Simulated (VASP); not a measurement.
Wanted: the native input for a VASP 6.6.1 run.

```
Task                   : single point
Functional             : PBE
Potentials or basis    : VASP PAW PBE potentials, release 64 (Zn, In_d, O)
Cutoff                 : 520 eV
k mesh                 : 12 × 12 × 4
Occupations            : gaussian, width 0.1 eV
Spin                   : no spin polarisation
Dipole correction      : no
Further INCAR settings : ALGO = Normal; EDIFF = 1e-06; NBANDS = 40
```

The structure of ZnInO lies in POSCAR:

```
ZnInO
1.0
    3.0057711048      0.0000000000      0.0000000000
    0.0000000000      3.0057711048      0.0000000000
    0.0000000000      0.0000000000     11.0053864748
Zn In O
2 2 2
Direct
    0.0000000000      0.5000000000      0.4013526844
    0.5000000000      0.0000000000      0.5986473156
    0.0000000000      0.5000000000      0.8687810371
    0.5000000000      0.0000000000      0.1312189629
    0.0000000000      0.5000000000      0.6007472951
    0.5000000000      0.0000000000      0.3992527049
```

These files were run (other wordings do the same):

INCAR

```
SYSTEM = ZnInO
PREC     = Accurate       ! precision mode
ENCUT    = 520            ! plane-wave cutoff, eV
EDIFF    = 1E-6           ! SCF threshold, eV
ISMEAR   = 0              ! smearing method
SIGMA    = 0.1            ! smearing width, eV
LREAL    = .False.        ! projectors in reciprocal space
LASPH    = .True.         ! aspherical terms in the spheres
NELM     = 100            ! most SCF steps
ALGO     = Normal         ! electronic algorithm
ISIF     = 2              ! what is computed and relaxed
LWAVE    = .False.        ! write WAVECAR
LCHARG   = .False.        ! write CHGCAR
GGA      = PE             ! functional
NBANDS   = 40             ! bands
```

KPOINTS

```
Automatic mesh
0
Gamma
  12 12 4
  0 0 0
```

Potentials or basis: VASP PAW PBE potentials, release 64 (Zn, In_d, O).

Command:

```sh
$ cat potpaw_PBE.64/Zn/POTCAR potpaw_PBE.64/In_d/POTCAR potpaw_PBE.64/O/POTCAR > POTCAR
$ mpirun -np 1 vasp_std > vasp.out
```

It gave:

```
Pressure               : 0.3 GPa
Largest force          : 0.031 eV/Å
Band gap on the k mesh : zero (band 31 reaches 6.36 eV, above the bottom of band 32 at 3.60 eV)
```

Caveat: spin-orbit coupling is left out, which moves the levels of the heavy elements.

Wall time 2.6 min on 1 thread of Intel(R) Xeon(R) 6975P-C (Granite Rapids), with other jobs on the host, peak memory 0.41 GiB.
